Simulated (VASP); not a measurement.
# K9Mg8F24 (a cell with a defect) in VASP: single point with PBEsol

Aim: the single point of K9Mg8F24 (a cell with a defect) with PBEsol.

Program: VASP 6.6.1. These are calculated values, not measurements. Logs are shortened: lines on timing, memory, paths and dates and some standing lists are left out, and cuts for length are marked.

## (1) The cell of the first run

The cell holds a defect, 41 atoms: a = 7.983 Å, b = 7.983 Å, c = 7.983 Å, α = 90.00°, β = 90.00°, γ = 90.00°.

## (2) Single point, PBEsol

INCAR reads:

```
PREC = Accurate ; ENCUT = 520
EDIFF = 1E-6 ; ISMEAR = -1
SIGMA = 0.05 ; LREAL = Auto
LASPH = T ; NELM = 120
ALGO = Normal ; ISIF = 2
LWAVE = F ; LCHARG = T
GGA = PS ; LELF = T
LVHAR = T ; NELECT = 264.0
ISYM = -1 ; NBANDS = 158
GGA_COMPAT = F
```

KPOINTS reads:

```
explicit points
1
Reciprocal
  0.25000000   0.25000000   0.25000000 1
```

POSCAR reads:

```
K9Mg8F24
1.0
    7.9825440000      0.0000000000      0.0000000000
    0.0000000000      7.9825440000      0.0000000000
    0.0000000000      0.0000000000      7.9825440000
K Mg F
9 8 24
Direct
    0.9992920000      0.0121580000      0.9937660000
    0.9993990000      0.0121950000      0.4937800000
    0.9994440000      0.5118800000      0.9937100000
    0.9993610000      0.5121170000      0.4936550000
    0.4993940000      0.0120480000      0.9937580000
    0.4992950000      0.8609690000      0.4938780000
    0.4992140000      0.5119610000      0.9936720000
    0.4992370000      0.5121700000      0.4936870000
    0.4993110000      0.1630390000      0.4935570000
    0.2430510000      0.2646100000      0.2373210000
    0.2430640000      0.2646600000      0.7501530000
    0.2429770000      0.7595640000      0.2373940000
    0.2429580000      0.7595060000      0.7501340000
    0.7557890000      0.2646690000      0.2373030000
    0.7557670000      0.2646140000      0.7500990000
    0.7557420000      0.7596140000      0.2373610000
    0.7557580000      0.7596170000      0.7501520000
    0.2455510000      0.2417450000      0.9937650000
    0.2454030000      0.7824710000      0.9937630000
    0.2343880000      0.7342610000      0.4937140000
    0.7533090000      0.2419370000      0.9936920000
    0.7642540000      0.2899840000      0.4937430000
    0.7534230000      0.7823990000      0.9937720000
    0.7642030000      0.7343100000      0.4937100000
    0.9993540000      0.2417120000      0.2396290000
    0.9994250000      0.2417590000      0.7478380000
    0.9993710000      0.7826470000      0.2397620000
    0.9993670000      0.7824890000      0.7477990000
    0.4995010000      0.2902020000      0.2289760000
    0.4994410000      0.2901120000      0.7583460000
    0.4993100000      0.7342790000      0.2288300000
    0.4993180000      0.7341250000      0.7586940000
    0.2781540000      0.0120850000      0.2725510000
    0.2781000000      0.0120570000      0.7151070000
    0.2327410000      0.5121200000      0.2272170000
    0.2327770000      0.5120890000      0.7602820000
    0.7206680000      0.0120670000      0.2723100000
    0.7205770000      0.0119750000      0.7150840000
    0.7659250000      0.5121460000      0.2273350000
    0.7658490000      0.5121510000      0.7600530000
    0.2344790000      0.2899600000      0.4937620000
```

Potentials or basis: VASP PAW PBE potentials, release 64 (K_sv, Mg, F).

The run is started by

```bash
$ cat potpaw_PBE.64/K_sv/POTCAR potpaw_PBE.64/Mg/POTCAR potpaw_PBE.64/F/POTCAR > POTCAR
$ mpirun -np 1 vasp_std > vasp.out
```

OUTCAR:

```text
PREC = Accurate
   ENCUT = 520
   EDIFF = 1E-6
   ISMEAR = -1
   LREAL = Auto
   LASPH = T
   NELM = 120
   ISIF = 2
   GGA = PS
   NELECT = 264.0
   ISYM = -1

 ion  position               nearest neighbor table
   1  0.999  0.012  0.994-  25 2.69  27 2.69  26 2.69  23 2.69  28 2.69  21 2.69  19 2.69  18 2.69
                            14 3.41  15 3.41  17 3.41  16 3.41  10 3.41  11 3.41  12 3.41  13 3.41
   2  0.999  0.012  0.494-  27 2.73  26 2.73  25 2.73  28 2.73  33 2.84  34 2.84  38 2.84  37 2.84
                            15 3.47  11 3.47  10 3.47  14 3.47  17 3.47  12 3.47  13 3.47  16 3.47
   3  0.999  0.512  0.994-  36 2.63  35 2.63  39 2.64  40 2.64  11 3.38  14 3.38  10 3.39  15 3.39
                            13 3.39  12 3.39  17 3.39  16 3.39
   4  0.999  0.512  0.494-  20 2.58  22 2.58  41 2.58  24 2.58  39 2.83  35 2.83  40 2.83  36 2.83
                            12 3.44  14 3.45  16 3.45  13 3.45  10 3.45  15 3.45  17 3.45  11 3.45
   5  0.499  0.012  0.994-  18 2.73  19 2.73  23 2.73  21 2.73  37 2.84  38 2.84  34 2.84  33 2.84
                            16 3.47  17 3.47  10 3.47  12 3.47  11 3.47  14 3.47  15 3.47  13 3.47
   6  0.499  0.861  0.494-  32 2.34  24 2.34  20 2.34  31 2.35   9 2.41  34 2.77  38 2.77  33 2.77
                            37 2.78   8 2.78  13 3.00  17 3.01  12 3.01  16 3.01
   7  0.499  0.512  0.994-  29 2.58  32 2.58  30 2.58  31 2.58  36 2.83  35 2.83  40 2.83  39 2.83
                            11 3.44  10 3.44  13 3.45  15 3.45  14 3.45  12 3.45  17 3.45  16 3.45
   8  0.499  0.512  0.494-  29 2.76  30 2.76  20 2.76  41 2.76  31 2.76  32 2.76  24 2.76  22 2.76
                             6 2.78   9 2.79  12 3.50  13 3.50  10 3.50  11 3.50  16 3.50  17 3.51
   9  0.499  0.163  0.494-  29 2.34  41 2.34  30 2.34  22 2.35   6 2.41  33 2.77  37 2.77  34 2.77
                            38 2.78   8 2.79  10 3.00  14 3.01  11 3.01  15 3.01
  10  0.243  0.265  0.237-  18 1.95  25 1.95  35 1.98  33 2.05  41 2.06  29 2.06   9 3.00   3 3.39
                             1 3.41   7 3.44   4 3.45   5 3.47   2 3.47   8 3.50
  11  0.243  0.265  0.750-  18 1.95  26 1.95  36 1.98  34 2.05  30 2.06  41 2.06   9 3.01   3 3.38
                             1 3.41   7 3.44   4 3.45   2 3.47   5 3.47   8 3.50
  12  0.243  0.760  0.237-  27 1.95  19 1.95  35 1.98  33 2.05  20 2.06  31 2.06   6 3.01   3 3.39
                             1 3.41   4 3.44   7 3.45   5 3.47   2 3.47   8 3.50
  13  0.243  0.760  0.750-  28 1.95  19 1.95  36 1.98  34 2.05  32 2.06  20 2.06   6 3.00   3 3.39
                             1 3.41   7 3.45   4 3.45   5 3.47   2 3.47   8 3.50
  14  0.756  0.265  0.237-  25 1.95  21 1.95  39 1.98  37 2.05  29 2.06  22 2.06   9 3.01   3 3.38
                             1 3.41   4 3.45   7 3.45   2 3.47   5 3.47   8 3.51
  15  0.756  0.265  0.750-  21 1.95  26 1.95  40 1.98  38 2.06  30 2.06  22 2.06   9 3.01   3 3.39
                             1 3.41   7 3.45   4 3.45   2 3.47   5 3.47   8 3.51
  16  0.756  0.760  0.237-  23 1.95  27 1.95  39 1.98  37 2.05  24 2.06  31 2.06   6 3.01   3 3.39
                             1 3.41   4 3.45   7 3.45   5 3.47   2 3.47   8 3.50
  17  0.756  0.760  0.750-  28 1.95  23 1.95  40 1.98  38 2.05  24 2.06  32 2.06   6 3.01   3 3.39
                             1 3.41   4 3.45   7 3.45   5 3.47   2 3.47   8 3.51
  18  0.246  0.242  0.994-  10 1.95  11 1.95   1 2.69   5 2.73
  19  0.245  0.782  0.994-  12 1.95  13 1.95   1 2.69   5 2.73
  20  0.234  0.734  0.494-  12 2.06  13 2.06   6 2.34   4 2.58   8 2.76
  21  0.753  0.242  0.994-  15 1.95  14 1.95   1 2.69   5 2.73
  22  0.764  0.290  0.494-  15 2.06  14 2.06   9 2.35   4 2.58   8 2.76
  23  0.753  0.782  0.994-  16 1.95  17 1.95   1 2.69   5 2.73
  24  0.764  0.734  0.494-  16 2.06  17 2.06   6 2.34   4 2.58   8 2.76
  25  0.999  0.242  0.240-  14 1.95  10 1.95   1 2.69   2 2.73
  26  0.999  0.242  0.748-  11 1.95  15 1.95   1 2.69   2 2.73
  27  0.999  0.783  0.240-  12 1.95  16 1.95   1 2.69   2 2.73
  28  0.999  0.782  0.748-  13 1.95  17 1.95   1 2.69   2 2.73
  29  0.500  0.290  0.229-  14 2.06  10 2.06   9 2.34   7 2.58   8 2.76
  30  0.499  0.290  0.758-  15 2.06  11 2.06   9 2.34   7 2.58   8 2.76
  31  0.499  0.734  0.229-  12 2.06  16 2.06   6 2.35   7 2.58   8 2.76
  32  0.499  0.734  0.759-  13 2.06  17 2.06   6 2.34   7 2.58   8 2.76
  33  0.278  0.012  0.273-  12 2.05  10 2.05   9 2.77   6 2.77   2 2.84   5 2.84
  34  0.278  0.012  0.715-  13 2.05  11 2.05   6 2.77   9 2.77   5 2.84   2 2.84
  35  0.233  0.512  0.227-  12 1.98  10 1.98   3 2.63   4 2.83   7 2.83
  36  0.233  0.512  0.760-  13 1.98  11 1.98   3 2.63   7 2.83   4 2.83
  37  0.721  0.012  0.272-  16 2.05  14 2.05   9 2.77   6 2.78   5 2.84   2 2.84
  38  0.721  0.012  0.715-  17 2.05  15 2.06   6 2.77   9 2.78   5 2.84   2 2.84
  39  0.766  0.512  0.227-  16 1.98  14 1.98   3 2.64   4 2.83   7 2.83
  40  0.766  0.512  0.760-  17 1.98  15 1.98   3 2.64   4 2.83   7 2.83
  41  0.234  0.290  0.494-  11 2.06  10 2.06   9 2.34   4 2.58   8 2.76

IMPORTANT INFORMATION: All symmetrisations will be switched off!
NOSYMM: (Re-)initialisation of all symmetry stuff for point group C_1.

----------------------------------------------------------------------------------------

                                     Primitive cell

  volume of cell :     508.6558

  direct lattice vectors                    reciprocal lattice vectors
     7.982544000  0.000000000  0.000000000     0.125273346  0.000000000  0.000000000
     0.000000000  7.982544000  0.000000000     0.000000000  0.125273346  0.000000000
     0.000000000  0.000000000  7.982544000     0.000000000  0.000000000  0.125273346

  length of vectors
     7.982544000  7.982544000  7.982544000     0.125273346  0.125273346  0.125273346

  position of ions in fractional coordinates (direct lattice)
     0.999292000  0.012158000  0.993766000
     0.999399000  0.012195000  0.493780000
     0.999444000  0.511880000  0.993710000
     0.999361000  0.512117000  0.493655000
     0.499394000  0.012048000  0.993758000
     0.499295000  0.860969000  0.493878000
[... 33 lines left out ...]
     0.765849000  0.512151000  0.760053000
     0.234479000  0.289960000  0.493762000

  ion indices of the primitive-cell ions
   primitive index   ion index
                 1           1
                 2           2
                 3           3
                 4           4
                 5           5
                 6           6
[... 33 lines left out ...]
                40          40
                41          41

----------------------------------------------------------------------------------------

 KPOINTS: explicit points

Read explicit list of k-points.

 Found      1 k-points:

 Following reciprocal coordinates:
            Coordinates               Weight
  0.250000  0.250000  0.250000      1.000000
   k-points           NKPTS =      1   k-points in BZ     NKDIM =      1   number of bands    NBANDS=    158
   number of dos      NEDOS =    301   number of ions     NIONS =     41
   total plane-waves  NPLWV = 216000
   dimension x,y,z NGX =    60 NGY =   60 NGZ =   60
   dimension x,y,z NGXF=   120 NGYF=  120 NGZF=  120
   ions per type =               9   8  24
   NGX,Y,Z   is equivalent  to a cutoff of  12.50, 12.50, 12.50 a.u.
   NGXF,Y,Z  is equivalent  to a cutoff of  24.99, 24.99, 24.99 a.u.
 SYSTEM =  unknown system
   PREC   = accura    normal or accurate (medium, high low for compatibility)
   ISTART =      0    job   : 0-new  1-cont  2-samecut
   ICHARG =      2    charge: 1-file 2-atom 10-const
   ISPIN  =      1    spin polarized calculation?
   LNONCOLLINEAR =      F non collinear calculations
   LSORBIT =      F    spin-orbit coupling
   LASPH  =      T    aspherical Exc in radial PAW
   ENCUT  =  520.0 eV  38.22 Ry    6.18 a.u.  14.84 14.84 14.84*2*pi/ulx,y,z
   NELM   =    120;   NELMIN=  2; NELMDL= -5     # of ELM steps
   EDIFF  = 0.1E-05   stopping-criterion for ELM
   LREAL  =      T    real-space projection
   EDIFFG = 0.1E-04   stopping-criterion for IOM
   NSW    =      0    number of steps for IOM
   IBRION =     -1    ionic relax: 0-MD 1-quasi-New 2-CG
   NFREE  =      0    steps in history (QN), initial steepest desc. (CG)
   ISIF   =      2    stress and relaxation
   ISYM   =     -1    0-nonsym 1-usesym 2-fastsym
   POTIM  = 0.5000    time-step for ionic-motion
   TEBEG  =    0.0;   TEEND  =   0.0 temperature during run
   PSTRESS=    0.0 pullay stress
   NELECT =     264.0000    total number of electrons
   NUPDOWN=      -1.0000    fix difference up-down
   EMIN   =  10.00;   EMAX   =-10.00  energy-range for DOS
   EFERMI =   0.00;   METHOD = LEGACY
   ISMEAR =    -1;   SIGMA  =   0.05  broadening in eV -4-tet -1-fermi 0-gaus
   EFERMI_NEDOS =   21; number of points for ismear=-14 and -15
   IALGO  =     38    algorithm
   IMIX   =      4    mixing-type and parameters
     AMIX     =   0.40;   BMIX     =  1.00
     AMIX_MAG =   1.60;   BMIX_MAG =  1.00
  volume/ion in A,a.u.               =      12.41        83.72
  Fermi-wavevector in a.u.,A,eV,Ry     =   1.315633  2.486186 23.550197  1.730891
  Thomas-Fermi vector in A             =   2.445802
   LORBIT       =      0    0 simple, 1 ext, 2 COOP (PROOUT), +10 PAW based schemes
   GGA     = PS    functional components
   LHFCALC =     F    Hartree Fock is set to
   AEXX    =    0.0000 exact exchange contribution
   IVDW    =     0    specifies the selected vdW correction
   LEPSILON=     F    determine dielectric tensor
   LRPA    =     F    only Hartree local field effects (RPA)
 non-spin polarized calculation
  energy-cutoff  :      520.00
  volume of cell :      508.66
 maximum number of plane-waves:     13679
 NGX is ok and might be reduce to    60
   NGX = 29   NGY = 29   NGZ = 29

 number of electron     263.9999944 magnetization

 Free energy of the ion-electron system (eV)
  ---------------------------------------------------
  ext. energy  EPLUGINS =         0.00000000
  ---------------------------------------------------
  free energy    TOTEN  =      -203.50602753 eV

  energy without entropy =     -203.50602753  energy(sigma->0) =     -203.50602753

 E-fermi :  -0.3643     XC(G=0): -10.0809

 val. band max:       -1.6558291345   @ k =   0.2500   0.2500   0.2500
 cond. band min:       6.4104783618   @ k =   0.2500   0.2500   0.2500
 fundamental gap:      8.0663074963
 Fermi energy:        -0.3643452690

 k-point     1 :       0.2500    0.2500    0.2500
  band No.  band energies     occupation
      1     -27.9220      2.00000
      2     -27.6266      2.00000
      3     -27.1238      2.00000
      4     -26.7285      2.00000
      5     -26.7233      2.00000
      6     -26.7144      2.00000
[... 136 lines left out ...]
    143       8.9731      0.00000
    144       9.1729      0.00000
 [bands above 144 left out]

------------------------ aborting loop because EDIFF is reached ----------------------------------------

  FORCE on cell =-STRESS in cart. coord.  units (eV):
  Direction    XX          YY          ZZ          XY          YZ          ZX
  --------------------------------------------------------------------------------------
  -------------------------------------------------------------------------------------
  Total        3.6730890      7.2223169      3.6682985     -0.1472393     -0.1671637     -0.1656815
  in kB       11.5695927     22.7490446     11.5545034     -0.4637781     -0.5265367     -0.5218678
  external PRESSURE =      15.2910469 kB  Pullay stress =       0.0000000 kB

 VOLUME and BASIS-vectors are now :
 -----------------------------------------------------------------------------
  energy-cutoff  :      520.00
  volume of cell :      508.66
      direct lattice vectors                 reciprocal lattice vectors
     7.982544000  0.000000000  0.000000000     0.125273346  0.000000000  0.000000000
     0.000000000  7.982544000  0.000000000     0.000000000  0.125273346  0.000000000
     0.000000000  0.000000000  7.982544000     0.000000000  0.000000000  0.125273346

 POSITION                                       TOTAL-FORCE (eV/Angst)
 -----------------------------------------------------------------------------------
      7.97689      0.09705      7.93278         0.000729     -0.004964     -0.000976
      7.97775      0.09735      3.94162        -0.000355     -0.002822     -0.000581
      7.97811      4.08610      7.93233        -0.006257      0.002894     -0.000227
      7.97744      4.08800      3.94062        -0.003102     -0.001359      0.000449
      3.98643      0.09617      7.93272         0.000303     -0.004764     -0.000856
      3.98564      6.87272      3.94240         0.005565     -0.029569     -0.000403
[... 33 lines left out ...]
      6.11342      4.08827      6.06716        -0.008703     -0.000781     -0.007474
      1.87174      2.31462      3.94148        -0.024710      0.003233      0.001079
 -----------------------------------------------------------------------------------
    total drift:                                0.003746     -0.019998     -0.003388

  FREE ENERGIE OF THE ION-ELECTRON SYSTEM (eV)
  ---------------------------------------------------
  free  energy   TOTEN  =      -203.5060275257 eV

  energy  without entropy=     -203.5060275257  energy(sigma->0) =     -203.50602753
```

It took 2.5 min on 1 thread of Intel Xeon Platinum 8375C at 2.90GHz (Ice Lake), shared host; peak memory 0.49 GiB.

What came out:

```
Free energy   : -203.5060 eV
Largest force : 0.032 eV/Å
```

Forces on the atoms (eV/Å):
```
K    0.001 -0.005 -0.001
K    0.000 -0.003 -0.001
K   -0.006  0.003  0.000
K   -0.003 -0.001  0.000
K    0.000 -0.005 -0.001
K    0.006 -0.030  0.000
K    0.004  0.003  0.002
K    0.002 -0.008  0.000
K    0.002  0.027  0.003
Mg  -0.015  0.008 -0.007
Mg  -0.011  0.002  0.009
Mg  -0.013 -0.001 -0.016
Mg  -0.014  0.000  0.016
Mg   0.009  0.010 -0.006
Mg   0.009  0.011  0.006
Mg   0.011 -0.006 -0.012
Mg   0.013 -0.009  0.012
F    0.006  0.011 -0.001
F    0.002 -0.008  0.002
F   -0.025 -0.004  0.001
F   -0.005  0.008  0.000
F    0.025 -0.004  0.000
F   -0.003 -0.009 -0.001
F    0.026 -0.001  0.000
F    0.004  0.010 -0.001
F   -0.007  0.008 -0.004
F    0.003 -0.011  0.005
F    0.001 -0.008  0.001
F   -0.006 -0.001 -0.031
F   -0.004 -0.004  0.030
F    0.000 -0.002 -0.023
F   -0.001 -0.002  0.024
F   -0.006  0.009 -0.012
F   -0.007  0.001  0.008
F    0.014 -0.007  0.014
F    0.014 -0.002 -0.013
F    0.010  0.009 -0.012
F    0.010  0.007  0.008
F   -0.011  0.000  0.010
F   -0.009 -0.001 -0.007
F   -0.025  0.003  0.001
```

Caveat: the cell carries a net charge on a neutralising background, which shifts energy and pressure; the cell is charged against a uniform background, so pressure and absolute levels hang on convention; the PAW data sets were made with another functional, which shifts forces and pressure a little.
